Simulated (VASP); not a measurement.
**Si16Mo7 (a cell with a defect): single point with PBE**

Si16Mo7 (a cell with a defect):

```
Si Mo
1.0
     6.40853    0.00000    0.00000
     0.00000    6.40853    0.00000
     0.00000    0.00000    7.81619
Si Mo
16 7
Direct
  0.00293 0.00931 0.67108
  0.00068 0.01440 0.32051
  0.50040 0.98614 0.66484
  0.49746 0.97946 0.33677
  0.00297 0.48973 0.67155
  0.00127 0.48858 0.32840
  0.28326 0.24289 0.17587
  0.26725 0.24302 0.83011
  0.49953 0.51553 0.66623
  0.49671 0.52247 0.33540
  0.69144 0.24760 0.19381
  0.72057 0.24686 0.81274
  0.24199 0.75569 0.15356
  0.23631 0.75682 0.83937
  0.76851 0.74992 0.15793
  0.77691 0.75272 0.83631
  0.97788 0.34343 0.01832
  0.51432 0.99105 0.99716
  0.25695 0.24876 0.50207
  0.50453 0.50228 0.99788
  0.74538 0.24901 0.50206
  0.24662 0.74778 0.49693
  0.75892 0.74776 0.49613
```

```yaml
Program: VASP 6.6.1
Task: single point
Functional: PBE
Potentials_or_basis: VASP PAW PBE potentials, release 64 (Si, Mo_sv)
Cutoff: 520 eV
k_mesh: 2 × 2 × 2
Occupations: gaussian, width 0.05 eV
Spin: no spin polarisation
```

```yaml
Pressure: 5.7 GPa
Largest_force: 4.920 eV/Å
Band_gap_on_the_k_mesh: zero (bands 81 and 82 overlap by 0.49 eV)
```

Forces on the atoms (eV/Å):
```
Si  -0.019 -0.215 -0.038
Si  -0.019 -0.170 -0.067
Si  -0.001 -0.113 -0.053
Si   0.079  0.014  0.035
Si  -0.015 -0.205 -0.006
Si   0.012 -0.043  0.439
Si  -0.289 -0.566 -0.013
Si  -0.005 -0.554 -0.010
Si  -0.046 -0.175  0.036
Si   0.039 -0.288 -0.051
Si   0.814 -0.314 -0.398
Si  -0.057 -0.353  0.257
Si  -0.126  0.116  0.285
Si   0.156  0.174 -0.094
Si   0.030 -0.193  0.013
Si  -0.245 -0.046  0.171
Mo   0.657  4.752 -1.096
Mo  -0.162 -0.385  0.064
Mo  -0.063 -0.257 -0.068
Mo  -0.688 -0.338  0.109
Mo   0.006 -0.242 -0.017
Mo   0.099 -0.298  0.220
Mo  -0.158 -0.301  0.284
```

Stress tensor (GPa, compression positive):
```
 5.12 -0.55  0.00
-0.55  1.48  0.14
 0.00  0.14 10.61
```

Levels at points of the mesh, in eV from the Fermi level:
| k point | band 77 | band 78 | band 79 | band 80 | band 81 | band 82 | band 83 | band 84 | band 85 | band 86 |
| --- | --- | --- | --- | --- | --- | --- | --- | --- | --- | --- |
| (0.00, 0.00, 0.00) | -0.70 | -0.58 | -0.56 | -0.40 | -0.10 | 0.45 | 0.58 | 0.76 | 1.01 | 1.55 |
| (0.50, 0.00, 0.00) | -1.21 | -0.65 | -0.55 | -0.43 | -0.16 | 0.23 | 0.40 | 0.47 | 0.79 | 1.11 |
| (0.00, 0.50, 0.00) | -1.07 | -0.92 | -0.62 | -0.60 | -0.27 | -0.20 | 0.34 | 0.44 | 0.63 | 1.18 |
| (0.50, 0.50, 0.00) | -1.18 | -0.92 | -0.60 | -0.30 | -0.04 | 0.17 | 0.33 | 0.39 | 0.60 | 0.92 |
| (0.00, 0.00, 0.50) | -0.57 | -0.43 | -0.27 | -0.03 | 0.28 | 0.52 | 0.58 | 0.91 | 1.27 | 1.38 |
| (0.50, 0.00, 0.50) | -1.00 | -0.96 | -0.83 | -0.70 | -0.13 | 0.33 | 0.43 | 0.58 | 0.69 | 0.80 |
| (0.00, 0.50, 0.50) | -1.29 | -1.18 | -0.57 | -0.52 | 0.02 | 0.15 | 0.20 | 0.53 | 0.58 | 0.73 |
| (0.50, 0.50, 0.50) | -1.44 | -1.09 | -0.87 | -0.56 | -0.44 | -0.18 | 0.16 | 0.32 | 0.80 | 1.04 |

Wall time 5.2 min on 1 thread of Intel(R) Xeon(R) Platinum 8488C (Sapphire Rapids), with other jobs on the host, peak memory 0.43 GiB.

Caveat: the k points lie up to 0.49 Å⁻¹ apart.
